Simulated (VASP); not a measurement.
# CuSi16 (a cell with a defect): single point with PBE+D3(BJ)

The system is CuSi16 (a cell with a defect).

```
CELL_PARAMETERS angstrom
0.00000 5.43000 5.43000
5.43000 0.00000 5.43000
5.43000 5.43000 0.00000
ATOMIC_POSITIONS crystal
Si 0.98985 0.98991 0.98997
Si 0.11672 0.10951 0.11475
Si 0.00112 0.00662 0.48508
Si 0.12532 0.12218 0.61704
Si 0.00437 0.48238 0.00534
Si 0.12440 0.61586 0.12399
Si 0.01029 0.49610 0.49656
Si 0.14106 0.61519 0.61979
Si 0.48661 0.00587 0.00120
Si 0.61724 0.12267 0.12543
Si 0.49753 0.01056 0.49788
Si 0.61608 0.14831 0.61502
Si 0.49670 0.49655 0.00984
Si 0.61978 0.61432 0.14211
Si 0.50883 0.51957 0.51036
Si 0.63778 0.63575 0.63716
Cu 0.78742 0.79141 0.78779
```

```yaml
Program: VASP 6.6.1
Task: single point
Functional: PBE
Dispersion: D3(BJ)
Potentials_or_basis: VASP PAW PBE potentials, release 64 (Si, Cu)
Cutoff: 520 eV
k_mesh: 2 × 2 × 2
Occupations: gaussian, width 0.02 eV
Spin: no spin polarisation
Dipole_correction: no
Charge: 1
Further_INCAR_settings: LREAL = Auto; ALGO = Normal; EDIFF = 1e-06; NBANDS = 52; NELECT = 74.0
```

| Property | Result |
| --- | --- |
| Largest force | 0.089 eV/Å |
| Dispersion energy per atom | -0.334 eV |

Forces on the atoms (eV/Å):
```
Si   0.007  0.010  0.009
Si   0.013  0.010  0.007
Si   0.001  0.005 -0.002
Si   0.003  0.003 -0.001
Si   0.000  0.000  0.004
Si   0.003  0.001  0.000
Si   0.003  0.001  0.001
Si  -0.002  0.011  0.009
Si   0.005  0.000  0.000
Si  -0.007  0.004  0.003
Si   0.003 -0.001  0.005
Si   0.012 -0.001  0.009
Si   0.000  0.003 -0.004
Si   0.007  0.006  0.002
Si  -0.001 -0.001  0.005
Si   0.003  0.001  0.000
Cu  -0.049 -0.054 -0.050
```

Levels at points of the mesh, in eV from the Fermi level:
```tsv
k point	band 35	band 36	band 37	band 38	band 39	band 40
(0.00, 0.00, 0.00)	-0.60	-0.22	-0.06	0.06	0.24	0.55
(0.50, 0.00, 0.00)	-0.94	-0.91	-0.76	0.58	1.07	1.16
(0.00, 0.50, 0.00)	-0.96	-0.93	-0.81	0.54	1.08	1.14
(0.00, 0.00, 0.50)	-0.95	-0.91	-0.76	0.57	1.07	1.16
(0.50, 0.50, 0.50)	-0.92	-0.63	-0.51	0.52	0.97	1.36
(0.50, 0.50, 0.00)	-1.54	-1.46	-1.16	0.66	0.90	1.88
(0.00, 0.50, 0.50)	-1.54	-1.47	-1.15	0.66	0.90	1.88
(0.50, 0.00, 0.50)	-1.52	-1.45	-1.20	0.67	0.90	1.89
```

Wall time 5 min on 1 thread of Intel(R) Xeon(R) 6975P-C (Granite Rapids), with other jobs on the host, peak memory 0.49 GiB.

Caveat: the k points lie up to 0.50 Å⁻¹ apart; the cell carries a net charge on a neutralising background, which shifts energy and pressure; the cell is charged against a uniform background, so pressure and absolute levels hang on convention.
